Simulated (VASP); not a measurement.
# MoS2 (P6_3/mmc) in VASP: notebook

MoS2 is run at these levels: PBE; tasks: single point, relaxation of cell and atoms.

All numbers are computed with VASP 6.6.1; they aren't measurements. Logs are shortened: lines on timing, memory, paths and dates and some standing lists are left out, and cuts for length are marked.

## (1) The cell of the first run

Symmetry: P6_3/mmc, No. 194, hexagonal system. Conventional cell: a = 3.185 Å, b = 3.185 Å, c = 14.804 Å, α = 90.00°, β = 90.00°, γ = 120.00°. Within 3.2 Å of Mo (site symmetry -6m2) lie 6 S at 2.41 Å and 6 Mo at 3.19 Å. Within 3.2 Å of S (site symmetry 3m) lie 3 Mo at 2.41 Å and 7 S at 3.13 to 3.19 Å.

## (2) Single point, PBE

File INCAR:

```
  PREC = Accurate
  ENCUT = 520
  EDIFF = 1E-7
  ISMEAR = 0
  SIGMA = 0.02
  LREAL = False
  LASPH = True
  NELM = 100
  ALGO = Normal
  ISIF = 2
  LWAVE = False
  LCHARG = False
  GGA = PE
  NBANDS = 35
```

File KPOINTS:

```
Automatic mesh
0
Gamma
  12 12 2
```

File POSCAR:

```
MoS2
1.0
    3.1850582814      0.0000000029      0.0000000000
   -1.5925291432      2.7583413828      0.0000000000
    0.0000000000      0.0000000000     14.8039553003
Mo S
2 4
Direct
    0.6666666667      0.3333333333      0.2500000000
    0.3333333333      0.6666666667      0.7500000000
    0.6666666667      0.3333333333      0.6444481857
    0.3333333333      0.6666666667      0.3555518143
    0.6666666667      0.3333333333      0.8555518143
    0.3333333333      0.6666666667      0.1444481857
```

Potentials or basis: VASP PAW PBE potentials, release 64 (Mo_sv, S).

Command:

```sh
$ cat potpaw_PBE.64/Mo_sv/POTCAR potpaw_PBE.64/S/POTCAR > POTCAR
$ mpirun -np 1 vasp_std > vasp.out
```

OUTCAR:

```text
PREC = Accurate
   ENCUT = 520
   EDIFF = 1E-7
   ISMEAR = 0
   LREAL = False
   LASPH = True
   NELM = 100
   ISIF = 2
   GGA = PE

 ion  position               nearest neighbor table
   1  0.667  0.333  0.250-   4 2.41   6 2.41   4 2.41   6 2.41   4 2.41   6 2.41
   2  0.333  0.667  0.750-   3 2.41   5 2.41   3 2.41   5 2.41   3 2.41   5 2.41
   3  0.667  0.333  0.644-   2 2.41   2 2.41   2 2.41
   4  0.333  0.667  0.356-   1 2.41   1 2.41   1 2.41
   5  0.667  0.333  0.856-   2 2.41   2 2.41   2 2.41
   6  0.333  0.667  0.144-   1 2.41   1 2.41   1 2.41

  LATTYP: Found a hexagonal cell.
 ALAT       =     3.1850582814
 C/A-ratio  =     4.6479385909

  Lattice vectors:

 A1 = (   3.1850582814,   0.0000000029,   0.0000000000)
 A2 = (  -1.5925291432,   2.7583413828,   0.0000000000)
 A3 = (   0.0000000000,   0.0000000000,  14.8039553003)

Analysis of symmetry for initial positions (statically):
=====================================================================
 Subroutine PRICEL returns:
 Original cell was already a primitive cell.

 Routine SETGRP: Setting up the symmetry group for a
 hexagonal supercell.

 Subroutine GETGRP returns: Found 24 space group operations
 (whereof 12 operations were pure point group operations)
 out of a pool of 24 trial point group operations.

The static configuration has the point symmetry D_3d.
 The point group associated with its full space group is D_6h.

Analysis of symmetry for dynamics (positions and initial velocities):
=====================================================================
 Subroutine PRICEL returns:
 Original cell was already a primitive cell.

 Routine SETGRP: Setting up the symmetry group for a
 hexagonal supercell.

 Subroutine GETGRP returns: Found 24 space group operations
 (whereof 12 operations were pure point group operations)
 out of a pool of 24 trial point group operations.

The dynamic configuration has the point symmetry D_3d.
 The point group associated with its full space group is D_6h.

 Subroutine INISYM returns: Found 24 space group operations
 (whereof 12 operations are pure point group operations),
 and found     1 'primitive' translations

----------------------------------------------------------------------------------------

                                     Primitive cell

  volume of cell :     130.0598

  direct lattice vectors                    reciprocal lattice vectors
     3.185058281  0.000000003  0.000000000     0.313965997  0.181268353  0.000000000
    -1.592529143  2.758341383  0.000000000    -0.000000000  0.362536706  0.000000000
     0.000000000  0.000000000 14.803955300     0.000000000  0.000000000  0.067549515

  length of vectors
     3.185058281  3.185058281 14.803955300     0.362536706  0.362536706  0.067549515

  position of ions in fractional coordinates (direct lattice)
     0.666666667  0.333333333  0.250000000
     0.333333333  0.666666667  0.750000000
     0.666666667  0.333333333  0.644448186
     0.333333333  0.666666667  0.355551814
     0.666666667  0.333333333  0.855551814
     0.333333333  0.666666667  0.144448186

  ion indices of the primitive-cell ions
   primitive index   ion index
                 1           1
                 2           2
                 3           3
                 4           4
                 5           5
                 6           6

----------------------------------------------------------------------------------------

 KPOINTS: Automatic mesh

Automatic generation of k-mesh.
 Grid dimensions read from file:
 generate k-points for:   12   12    2

 Generating k-lattice:

  Cartesian coordinates                     Fractional coordinates (reciprocal lattice)
     0.026163833  0.015105696  0.000000000     0.083333333 -0.000000000  0.000000000
    -0.000000000  0.030211392  0.000000000     0.000000000  0.083333333  0.000000000
     0.000000000  0.000000000  0.033774757     0.000000000  0.000000000  0.500000000

  Length of vectors
     0.030211392  0.030211392  0.033774757

  Shift w.r.t. Gamma in fractional coordinates (k-lattice)
     0.000000000  0.000000000  0.000000000

 Subroutine IBZKPT returns following result:
 ===========================================

 Found     38 irreducible k-points:

 Following reciprocal coordinates:
            Coordinates               Weight
  0.000000  0.000000  0.000000      1.000000
  0.083333  0.000000  0.000000      6.000000
  0.166667  0.000000  0.000000      6.000000
  0.250000  0.000000  0.000000      6.000000
  0.333333  0.000000  0.000000      6.000000
  0.416667  0.000000  0.000000      6.000000
[... 16 lines left out ...]
  0.250000  0.000000  0.500000      6.000000
  0.333333  0.000000  0.500000      6.000000
 [... further k-points ...]
   k-points           NKPTS =     38   k-points in BZ     NKDIM =     38   number of bands    NBANDS=     35
   number of dos      NEDOS =    301   number of ions     NIONS =      6
   total plane-waves  NPLWV =  64512
   dimension x,y,z NGX =    24 NGY =   24 NGZ =  112
   dimension x,y,z NGXF=    48 NGYF=   48 NGZF=  224
   ions per type =               2   4
   NGX,Y,Z   is equivalent  to a cutoff of  12.53, 12.53, 12.58 a.u.
   NGXF,Y,Z  is equivalent  to a cutoff of  25.05, 25.05, 25.15 a.u.
 SYSTEM =  unknown system
   PREC   = accura    normal or accurate (medium, high low for compatibility)
   ISTART =      0    job   : 0-new  1-cont  2-samecut
   ICHARG =      2    charge: 1-file 2-atom 10-const
   ISPIN  =      1    spin polarized calculation?
   LNONCOLLINEAR =      F non collinear calculations
   LSORBIT =      F    spin-orbit coupling
   LASPH  =      T    aspherical Exc in radial PAW
   ENCUT  =  520.0 eV  38.22 Ry    6.18 a.u.   5.92  5.92 27.53*2*pi/ulx,y,z
   NELM   =    100;   NELMIN=  2; NELMDL= -5     # of ELM steps
   EDIFF  = 0.1E-06   stopping-criterion for ELM
   LREAL  =      F    real-space projection
   EDIFFG = 0.1E-05   stopping-criterion for IOM
   NSW    =      0    number of steps for IOM
   IBRION =     -1    ionic relax: 0-MD 1-quasi-New 2-CG
   NFREE  =      0    steps in history (QN), initial steepest desc. (CG)
   ISIF   =      2    stress and relaxation
   ISYM   =      2    0-nonsym 1-usesym 2-fastsym
   POTIM  = 0.5000    time-step for ionic-motion
   TEBEG  =    0.0;   TEEND  =   0.0 temperature during run
   PSTRESS=    0.0 pullay stress
   NELECT =      52.0000    total number of electrons
   NUPDOWN=      -1.0000    fix difference up-down
   EMIN   =  10.00;   EMAX   =-10.00  energy-range for DOS
   EFERMI =   0.00;   METHOD = LEGACY
   ISMEAR =     0;   SIGMA  =   0.02  broadening in eV -4-tet -1-fermi 0-gaus
   EFERMI_NEDOS =   21; number of points for ismear=-14 and -15
   IALGO  =     38    algorithm
   IMIX   =      4    mixing-type and parameters
     AMIX     =   0.40;   BMIX     =  1.00
     AMIX_MAG =   1.60;   BMIX_MAG =  1.00
  volume/ion in A,a.u.               =      21.68       146.28
  Fermi-wavevector in a.u.,A,eV,Ry     =   1.206040  2.279084 19.790102  1.454531
  Thomas-Fermi vector in A             =   2.341718
   LORBIT       =      0    0 simple, 1 ext, 2 COOP (PROOUT), +10 PAW based schemes
   GGA     = PE    functional components
   LHFCALC =     F    Hartree Fock is set to
   AEXX    =    0.0000 exact exchange contribution
   IVDW    =     0    specifies the selected vdW correction
   LEPSILON=     F    determine dielectric tensor
   LRPA    =     F    only Hartree local field effects (RPA)
 non-spin polarized calculation
 Gauss-broadening in eV      SIGMA  =   0.02
  energy-cutoff  :      520.00
  volume of cell :      130.06
 maximum number of plane-waves:      3523
 NGX is ok and might be reduce to    24
   NGX = 11   NGY = 11   NGZ = 55

 number of electron      51.9999999 magnetization

 Free energy of the ion-electron system (eV)
  ---------------------------------------------------
  ext. energy  EPLUGINS =         0.00000000
  ---------------------------------------------------
  free energy    TOTEN  =       -43.71543878 eV

  energy without entropy =      -43.71543878  energy(sigma->0) =      -43.71543878

 E-fermi :   5.0761     XC(G=0):  -9.4424

 val. band max:        4.7907536746   @ k =   0.0000   0.0000   0.0000
 cond. band min:       6.2495096729   @ k =   0.3333   0.3333   0.0000
 fundamental gap:      1.4587559983
 Fermi energy:         5.0760935511

 k-point     1 :       0.0000    0.0000    0.0000
  band No.  band energies     occupation
      1     -56.2836      2.00000
      2     -56.2836      2.00000
      3     -30.4212      2.00000
      4     -30.4212      2.00000
      5     -30.2194      2.00000
      6     -30.2194      2.00000
[... 27 lines left out ...]
     34       7.5936      0.00000
     35      10.4395      0.00000

 k-point     2 :       0.0833    0.0000    0.0000
  band No.  band energies     occupation
      1     -56.2812      2.00000
      2     -56.2811      2.00000
      3     -30.4163      2.00000
      4     -30.4163      2.00000
      5     -30.2447      2.00000
      6     -30.2447      2.00000
[... 27 lines left out ...]
     34       7.5234      0.00000
     35      10.8292      0.00000

 k-point     3 :       0.1667    0.0000    0.0000
  band No.  band energies     occupation
      1     -56.2744      2.00000
      2     -56.2744      2.00000
      3     -30.4029      2.00000
      4     -30.4029      2.00000
      5     -30.3132      2.00000
      6     -30.3132      2.00000
[... 27 lines left out ...]
     34       7.9369      0.00000
     35      11.3903      0.00000
[... 723 lines left out ...]
 k-point    23 :       0.2500    0.0000    0.5000
  band No.  band energies     occupation
      1     -56.2651      2.00000
      2     -56.2651      2.00000
      3     -30.4056      2.00000
      4     -30.4056      2.00000
      5     -30.3844      2.00000
      6     -30.3844      2.00000
[... 27 lines left out ...]
     34       8.3559      0.00000
     35      11.9257      0.00000

 k-point    24 :       0.3333    0.0000    0.5000
  band No.  band energies     occupation
      1     -56.2559      2.00000
      2     -56.2559      2.00000
      3     -30.4966      2.00000
      4     -30.4966      2.00000
      5     -30.3659      2.00000
      6     -30.3659      2.00000
[... 27 lines left out ...]
     34       8.6657      0.00000
     35      11.9973      0.00000

 [... further k-points ...]

------------------------ aborting loop because EDIFF is reached ----------------------------------------

  FORCE on cell =-STRESS in cart. coord.  units (eV):
  Direction    XX          YY          ZZ          XY          YZ          ZX
  --------------------------------------------------------------------------------------
  -------------------------------------------------------------------------------------
  Total       -0.0731691     -0.0731691     -0.1123910     -0.0000000     -0.0000000      0.0000000
  in kB       -0.9013541     -0.9013541     -1.3845185     -0.0000000     -0.0000000      0.0000000
  external PRESSURE =      -1.0624089 kB  Pullay stress =       0.0000000 kB

 VOLUME and BASIS-vectors are now :
 -----------------------------------------------------------------------------
  energy-cutoff  :      520.00
  volume of cell :      130.06
      direct lattice vectors                 reciprocal lattice vectors
     3.185058281  0.000000003  0.000000000     0.313965997  0.181268353  0.000000000
    -1.592529143  2.758341383  0.000000000    -0.000000000  0.362536706  0.000000000
     0.000000000  0.000000000 14.803955300     0.000000000  0.000000000  0.067549515

 POSITION                                       TOTAL-FORCE (eV/Angst)
 -----------------------------------------------------------------------------------
      1.59253      0.91945      3.70099         0.000000     -0.000000      0.000000
     -0.00000      1.83889     11.10297         0.000000      0.000000      0.000000
      1.59253      0.91945      9.54038        -0.000000     -0.000000      0.010982
     -0.00000      1.83889      5.26357         0.000000      0.000000     -0.010982
      1.59253      0.91945     12.66555        -0.000000     -0.000000     -0.010982
     -0.00000      1.83889      2.13840        -0.000000      0.000000      0.010982
 -----------------------------------------------------------------------------------
    total drift:                               -0.000000      0.000000     -0.000000

  FREE ENERGIE OF THE ION-ELECTRON SYSTEM (eV)
  ---------------------------------------------------
  free  energy   TOTEN  =       -43.7154387795 eV

  energy  without entropy=      -43.7154387795  energy(sigma->0) =      -43.71543878
```

Run time: 2.5 min. Hardware: 1 thread of Intel Xeon Platinum 8259CL at 2.50GHz (Skylake/Cascade Lake), shared host; peak memory 0.31 GiB.

Results:

| Property | Result |
| --- | --- |
| Free energy | -43.7154 eV |
| Pressure | -0.1 GPa |
| Largest force | 0.011 eV/Å |
| Band gap on the k mesh | 1.46 eV (least direct gap 1.67 eV) |

Forces in eV/Å, atoms in the order of the input:
```
Mo   0.000  0.000  0.000
Mo   0.000  0.000  0.000
S    0.000  0.000  0.011
S    0.000  0.000 -0.011
S    0.000  0.000 -0.011
S    0.000  0.000  0.011
```

Levels at points of the mesh, in eV from the valence-band top:
```
           k point  band 22  band 23  band 24  band 25  band 26  band 27  band 28  band 29  band 30  band 31
(0.00, 0.00, 0.00)    -1.70    -1.70    -1.67    -0.39     0.00     2.55     2.55     2.55     2.55     2.79
(0.50, 0.00, 0.00)    -2.07    -1.19    -1.18    -0.84    -0.83     2.03     2.04     2.52     2.57     3.54
(0.00, 0.00, 0.50)    -1.71    -1.71    -1.71    -0.16    -0.16     2.55     2.55     2.55     2.55     2.80
(0.50, 0.00, 0.50)    -2.08    -1.18    -1.18    -0.83    -0.83     2.03     2.03     2.54     2.54     3.66
```

Caveat: this functional lacks dispersion, which binds the layers, so the pressure and a relaxed spacing across them are unreliable. A k mesh can miss the band edges.

(Part 1 of 2 ends here.)
